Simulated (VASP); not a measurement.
# SnO (P1) in VASP: notebook, part 4 of 4

VASP 6.6.1. Earlier steps stand in the parts before.

## Step 5: Single point, PBEsol (all Sn atoms moved -0.375 Å, as atom 1 along Cartesian [1 1 1])

Input file INCAR:

```
SYSTEM = SnO
  PREC = Accurate
  ENCUT = 520
  EDIFF = 1E-6
  ISMEAR = 0
  SIGMA = 0.05
  LREAL = .FALSE.
  LASPH = .TRUE.
  NELM = 100
  ALGO = Normal
  ISIF = 2
  LWAVE = .FALSE.
  LCHARG = .TRUE.
  GGA = PS
  LELF = .TRUE.
  LVHAR = .TRUE.
  NBANDS = 28
```

Input file KPOINTS:

```
regular mesh
0
G
  8 6 6
  0 0 0
```

Input file POSCAR:

```
SnO
1.0
    3.3550050000      0.0000000000      0.0000000000
    0.0000000000      5.6741040000      0.0000000000
    0.0000000000      0.0000000000      4.2219700000
Sn O
2 2
Direct
   -0.0645323482      0.1937520767      0.4618631167
    0.4354676518      0.7299340767     -0.0381368833
    0.0000000000      0.8912500000      0.7368570000
    0.5000000000      0.1087500000      0.2368570000
```

Potentials or basis: VASP PAW PBE potentials, release 64 (Sn_d, O).

Command:

```bash
$ cat potpaw_PBE.64/Sn_d/POTCAR potpaw_PBE.64/O/POTCAR > POTCAR
$ mpirun -np 1 vasp_std > vasp.out
```

OUTCAR:

```text
SYSTEM = SnO
   PREC = Accurate
   ENCUT = 520
   EDIFF = 1E-6
   ISMEAR = 0
   LREAL = .FALSE.
   LASPH = .TRUE.
   NELM = 100
   ISIF = 2
   GGA = PS

 ion  position               nearest neighbor table
   1  0.935  0.194  0.462-   4 1.81   3 2.08   4 2.17
   2  0.435  0.730  0.962-   3 1.97   3 2.31   4 2.45
   3  0.000  0.891  0.737-   2 1.97   1 2.08   2 2.31
   4  0.500  0.109  0.237-   1 1.81   1 2.17   2 2.45

  LATTYP: Found a simple orthorhombic cell.
 ALAT       =     3.3550050000
 B/A-ratio  =     1.2584094510
 C/A-ratio  =     1.6912356315

  Lattice vectors:

 A1 = (  -3.3550050000,   0.0000000000,   0.0000000000)
 A2 = (   0.0000000000,   0.0000000000,   4.2219700000)
 A3 = (   0.0000000000,   5.6741040000,   0.0000000000)

Analysis of symmetry for initial positions (statically):
=====================================================================
 Subroutine PRICEL returns:
 Original cell was already a primitive cell.

 Routine SETGRP: Setting up the symmetry group for a
 simple orthorhombic supercell.

 Subroutine GETGRP returns: Found  1 space group operations
 (whereof  1 operations were pure point group operations)
 out of a pool of  8 trial point group operations.

The static configuration has the point symmetry C_1 .

Analysis of symmetry for dynamics (positions and initial velocities):
=====================================================================
 Subroutine PRICEL returns:
 Original cell was already a primitive cell.

 Routine SETGRP: Setting up the symmetry group for a
 simple orthorhombic supercell.

 Subroutine GETGRP returns: Found  1 space group operations
 (whereof  1 operations were pure point group operations)
 out of a pool of  8 trial point group operations.

The dynamic configuration has the point symmetry C_1 .

 Subroutine INISYM returns: Found  1 space group operations
 (whereof  1 operations are pure point group operations),
[... 118 lines left out ...]
   IMIX   =      4    mixing-type and parameters
     AMIX     =   0.40;   BMIX     =  1.00
     AMIX_MAG =   1.60;   BMIX_MAG =  1.00
  volume/ion in A,a.u.               =      20.09       135.59
  Fermi-wavevector in a.u.,A,eV,Ry     =   1.297357  2.451650 22.900458  1.683136
  Thomas-Fermi vector in A             =   2.428755
   LORBIT       =      0    0 simple, 1 ext, 2 COOP (PROOUT), +10 PAW based schemes
   GGA     = PS    functional components
   LHFCALC =     F    Hartree Fock is set to
   AEXX    =    0.0000 exact exchange contribution
   IVDW    =     0    specifies the selected vdW correction
   LEPSILON=     F    determine dielectric tensor
   LRPA    =     F    only Hartree local field effects (RPA)
 non-spin polarized calculation
 Gauss-broadening in eV      SIGMA  =   0.05
  energy-cutoff  :      520.00
  volume of cell :       80.37
 maximum number of plane-waves:      2178
 NGX is ok and might be reduce to    28
   NGX = 13   NGY = 21   NGZ = 15

 number of electron      39.9999994 magnetization

 Free energy of the ion-electron system (eV)
  ---------------------------------------------------
  ext. energy  EPLUGINS =         0.00000000
  ---------------------------------------------------
  free energy    TOTEN  =       -22.64297218 eV

  energy without entropy =      -22.64297218  energy(sigma->0) =      -22.64297218

 E-fermi :   5.3501     XC(G=0):  -9.7227

 val. band max:        5.1232211032   @ k =   0.1250   0.0000   0.0000
 cond. band min:       6.2401462252   @ k =   0.0000   0.5000   0.3333
 fundamental gap:      1.1169251220
 Fermi energy:         5.3500933842

 k-point     1 :       0.0000    0.0000    0.0000
  band No.  band energies     occupation
      1     -16.8035      2.00000
      2     -16.5460      2.00000
      3     -16.2555      2.00000
      4     -16.2244      2.00000
      5     -16.1739      2.00000
      6     -16.1277      2.00000
[... 733 lines left out ...]
     27      13.3300      0.00000
     28      14.8218      0.00000

 [... further k-points ...]

------------------------ aborting loop because EDIFF is reached ----------------------------------------

  FORCE on cell =-STRESS in cart. coord.  units (eV):
  Direction    XX          YY          ZZ          XY          YZ          ZX
  --------------------------------------------------------------------------------------
  -------------------------------------------------------------------------------------
  Total        6.5606229      0.6832821      3.2096524      0.7240104      0.1688738      5.0899563
  in kB      130.7826262     13.6208757     63.9827609     14.4327729      3.3664125    101.4656473
  external PRESSURE =      69.4620876 kB  Pullay stress =       0.0000000 kB

 VOLUME and BASIS-vectors are now :
 -----------------------------------------------------------------------------
  energy-cutoff  :      520.00
  volume of cell :       80.37
      direct lattice vectors                 reciprocal lattice vectors
     3.355005000  0.000000000  0.000000000     0.298062149  0.000000000  0.000000000
     0.000000000  5.674104000  0.000000000     0.000000000  0.176239279  0.000000000
     0.000000000  0.000000000  4.221970000     0.000000000  0.000000000  0.236856254

 POSITION                                       TOTAL-FORCE (eV/Angst)
 -----------------------------------------------------------------------------------
      3.13850      1.09937      1.94997         4.424308      3.100464      3.280760
      1.46100      4.14172      4.06096         1.474715     -0.002726      0.794678
      0.00000      5.05705      3.11099        -1.489769     -0.126299     -0.605269
      1.67750      0.61706      1.00000        -4.409254     -2.971438     -3.470168
 -----------------------------------------------------------------------------------
    total drift:                               -0.000139     -0.000224      0.000001

  FREE ENERGIE OF THE ION-ELECTRON SYSTEM (eV)
  ---------------------------------------------------
  free  energy   TOTEN  =       -22.6429721780 eV

  energy  without entropy=      -22.6429721780  energy(sigma->0) =      -22.64297218
```

stdout:

```text
POSCAR found type information on POSCAR SnO
 POSCAR found :  2 types and       4 ions
 scaLAPACK will be used
 -----------------------------------------------------------------------------
|                                                                             |
|                                                                             |
|     You enforced a specific xc type in the INCAR file but a different       |
|     I HOPE YOU KNOW WHAT YOU ARE DOING!                                     |
|                                                                             |
 -----------------------------------------------------------------------------

 LDA part: xc-table for (Slater+PW92), standard interpolation
 POSCAR, INCAR and KPOINTS ok, starting setup
 FFT: planning ... GRIDC
 FFT: planning ... GRID_SOFT
 FFT: planning ... GRID
 WAVECAR not read
 entering main loop
```

Wall time 6.2 min (1 thread of Intel Xeon 8259CL, shared host); peak memory 0.38 GiB.

What came out:

- Free energy: -22.6430 eV
- Pressure: 6.9 GPa
- Largest force: 6.349 eV/Å
- Band gap on the k mesh: 1.12 eV (least direct gap 1.39 eV)

Forces on the atoms (eV/Å):
```
Sn   4.424  3.100  3.281
Sn   1.475 -0.003  0.795
O   -1.490 -0.126 -0.605
O   -4.409 -2.971 -3.470
```

Stress tensor (GPa, compression positive):
```
13.08  1.44 10.15
 1.44  1.36  0.34
10.15  0.34  6.40
```

Levels at points of the mesh, in eV from the valence-band top:
```tsv
k point	band 18	band 19	band 20	band 21	band 22	band 23
(0.00, 0.00, 0.00)	-3.56	-2.68	0.00	1.78	2.64	4.84
(0.50, 0.00, 0.00)	-3.22	-2.08	-1.05	2.15	3.34	4.10
(0.00, 0.50, 0.00)	-3.51	-2.28	-1.59	2.66	3.49	3.75
(0.50, 0.50, 0.00)	-3.25	-1.84	-0.68	1.35	2.21	5.49
(0.00, 0.00, 0.50)	-3.86	-2.34	-1.42	1.82	2.11	4.20
(0.50, 0.00, 0.50)	-3.43	-1.92	-0.66	1.35	1.56	4.39
(0.00, 0.50, 0.50)	-3.51	-2.35	-1.03	1.14	1.76	4.44
(0.50, 0.50, 0.50)	-3.66	-1.30	-0.18	1.78	2.13	3.94
```

Caveat: the cell differs from its parent crystal (all Sn atoms moved -0.375 Å, as atom 1 along Cartesian [1 1 1]); the cell stands under pressure; the PAW data sets were made with another functional, which shifts forces and pressure a little; spin-orbit coupling is left out, which moves the levels of the heavy elements.

## Step 6: Overview

| cell | gap on the mesh (eV) | pressure (GPa) | largest force (eV/Å) |
| --- | --- | --- | --- |
| as given, atomic positions A | 1.13 | -3.2 | 2.61 |
| as given, atomic positions B | 0.56 | -0.9 | 5.76 |
| as given, atomic positions C | 0.39 | 0.4 | 7.15 |
| as given, atomic positions D | 1.12 | 6.9 | 6.35 |

Alike in all rows: task single point; level PBEsol; potentials or basis VASP PAW PBE potentials, release 64 (Sn_d, O); no spin polarisation; k mesh 8 × 6 × 6; cutoff (eV) 520; smearing gaussian 0.05 eV.

Caveats: the PAW data sets were made with another functional, which shifts forces and pressure a little; spin-orbit coupling is left out, which moves the levels of the heavy elements; the cell stands under tension (at least some runs); the cell stands under pressure (at least some runs).

Total energies depend on the potentials used, so only differences within one code and one set of settings carry meaning.
